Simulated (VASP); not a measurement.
Runs of VASP 6.6.1 on Sn2PW3. The structure is that of space group P6/mmm (No. 191), or close to it. The cells are those of the table. The cell was built from a structure type or drawn by symmetry, and may not be a known phase.

| task | cell | k mesh | cutoff (eV) | gap on the mesh (eV) | pressure (GPa) | relaxed volume (Å³/atom) |
| --- | --- | --- | --- | --- | --- | --- |
| single point | a = 5.436, b = 5.436, c = 4.770 Å, angles 90.0, 90.0, 120.0°, 6 atoms | 3 × 3 × 4 | 520 | none | -0.2 | - |
| relaxation of cell and atoms | relaxed from a = 5.436, b = 5.436, c = 4.770 Å, angles 90.0, 90.0, 120.0°, 6 atoms | 6 × 6 × 4 | 600 | none | 0.2 | 20.30 |
| single point | a = 5.462, b = 5.462, c = 4.712 Å, angles 90.0, 90.0, 120.0°, 6 atoms | 12 × 12 × 8 | 520 | none | 0.2 | - |
| single point | a = 5.458, b = 5.458, c = 4.728 Å, angles 90.0, 90.0, 120.0°, 6 atoms | 6 × 6 × 4 | 520 | none | 0.0 | - |
| relaxation of cell and atoms | relaxed from a = 5.887, b = 5.887, c = 4.472 Å, angles 90.0, 90.0, 120.0°, 6 atoms | 3 × 3 × 4 | 600 | none | 0.0 | 20.33 |
| single point | a = 5.887, b = 5.887, c = 4.472 Å, angles 90.0, 90.0, 120.0°, 6 atoms | 3 × 3 × 4 | 520 | none | (a) | - |

Alike in all rows: level PBE; potentials or basis VASP PAW PBE potentials, release 64 (Sn_d, P, W_sv); no spin polarisation; smearing gaussian 0.1 eV.

Q: Fill in the values left out.

A: (a) -9.0.

Caveats: some runs use coarse meshes; spin-orbit coupling is left out, which moves the levels of the heavy elements.

A k mesh can miss the band edges, and the runs leave out spin-orbit coupling on Sn, W.

A gap of «none» marks levels without a gap at the run's occupations.
